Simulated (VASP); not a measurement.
BaCu3: single point with PBEsol

Crystal: BaCu3.

```xyz
4
Lattice="4.2508 0.0000 0.0000 0.0000 4.2508 0.0000 0.0000 0.0000 4.2508" Properties=species:S:1:pos:R:3 pbc="T T T"
Ba    0.0000    0.0000    0.0000
Cu    0.0000    2.1254    2.1254
Cu    2.1254    2.1254    0.0000
Cu    2.1254    0.0000    2.1254
```

```json
{
 "Program": "VASP 6.6.1",
 "Task": "single point",
 "Functional": "PBEsol",
 "Potentials or basis": "VASP PAW PBE potentials, release 64 (Ba_sv, Cu_sv_GW)",
 "Cutoff": "820 eV",
 "k mesh": "8 × 8 × 8",
 "Occupations": "gaussian, width 0.05 eV",
 "Spin": "no spin polarisation"
}
```

```yaml
Pressure: 2.7 GPa
Band_gap_on_the_k_mesh: zero (an odd number of electrons rules out a gap without spin polarisation)
```

Levels at points of the mesh, in eV from the Fermi level:
```csv
k point,band 32,band 33,band 34,band 35,band 36,band 37
"(0.00, 0.00, 0.00)",-1.94,0.81,0.81,2.55,2.55,2.55
"(0.50, 0.00, 0.00)",-2.08,-1.94,1.05,1.05,1.09,3.27
"(0.50, 0.50, 0.00)",-2.29,-1.08,-0.08,-0.08,2.12,2.12
"(0.50, 0.50, 0.50)",-0.79,-0.45,-0.45,-0.45,2.53,2.53
```

Run time: 3 min on 1 thread of AMD EPYC 9R45 96-Core Processor (Zen 5), on a shared host, peak memory 0.37 GiB.

Caveat: the PAW data sets were made with another functional, which shifts forces and pressure a little; spin-orbit coupling is left out, which moves the levels of the heavy elements.
